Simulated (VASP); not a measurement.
# GaN: single point with LDA

The system is GaN.

```
Ga N
1.0
    -3.15158    0.00000    0.00000
     0.00000    0.00000   -5.13825
     0.00000   -5.45869    0.00000
Ga N
4 4
Direct
  0.50000 0.00522 0.17449
  0.00000 0.99903 0.65884
  0.00000 0.49903 0.34116
  0.50000 0.50522 0.82551
  0.50000 0.61578 0.16779
  0.00000 0.61865 0.66553
  0.00000 0.11865 0.33447
  0.50000 0.11578 0.83221
```

This cell differs from its parent crystal: mode 11 frozen in at -0.046 Å and mode 13 at +0.036 Å (largest displacements).

```
Program                : VASP 6.6.1
Task                   : single point
Functional             : LDA
Potentials or basis    : VASP PAW LDA potentials, release 64 (Ga_d, N)
Cutoff                 : 520 eV
k mesh                 : 8 × 6 × 6
Occupations            : gaussian, width 0.05 eV
Spin                   : no spin polarisation
Dipole correction      : no
Further INCAR settings : ALGO = Normal; EDIFF = 1e-06; NBANDS = 46
```

```json
{
  "Pressure": "1.8 GPa",
  "Largest force": "1.440 eV/Å",
  "Band gap on the k mesh": "2.10 eV"
}
```

Forces on the atoms (eV/Å):
```
Ga   0.000  1.152  0.863
Ga   0.000 -1.225  0.156
Ga   0.000  1.225  0.156
Ga   0.000 -1.152  0.863
N    0.000  0.010 -0.480
N    0.000 -0.110 -0.539
N    0.000  0.110 -0.539
N    0.000 -0.010 -0.480
```

Stress tensor (GPa, compression positive):
```
 3.48  0.00  0.00
 0.00  3.55  0.00
 0.00  0.00 -1.51
```

Levels at points of the mesh, in eV from the valence-band top:
```
           k point  band 33  band 34  band 35  band 36  band 37  band 38  band 39  band 40
(0.00, 0.00, 0.00)    -0.89    -0.08    -0.06     0.00     2.10     4.26     4.94     5.64
(0.50, 0.00, 0.00)    -2.40    -2.32    -2.11    -1.75     5.49     5.99     6.65     6.85
(0.00, 0.50, 0.00)    -0.61    -0.61    -0.57    -0.57     4.27     4.27     4.48     4.48
(0.50, 0.50, 0.00)    -1.87    -1.87    -1.52    -1.52     5.67     5.67     5.98     5.98
(0.00, 0.00, 0.50)    -0.74    -0.71    -0.62    -0.51     4.24     4.49     5.87     5.96
(0.50, 0.00, 0.50)    -2.34    -2.14    -1.28    -1.12     4.70     5.16     5.49     5.75
(0.00, 0.50, 0.50)    -1.74    -1.74    -1.16    -1.16     5.10     5.10     5.44     5.44
(0.50, 0.50, 0.50)    -2.06    -2.06    -1.73    -1.73     4.16     4.16     4.59     4.59
```

Wall time 4.9 min on 1 thread of Oxide Virtual Turin-like Processor (shared host), peak memory 0.3 GiB.

Caveat: the cell differs from its parent crystal (mode 11 frozen in at -0.046 Å and mode 13 at +0.036 Å (largest displacements)); forces of over 1 eV/Å act on the atoms, so gaps and moduli don't describe the material at rest.
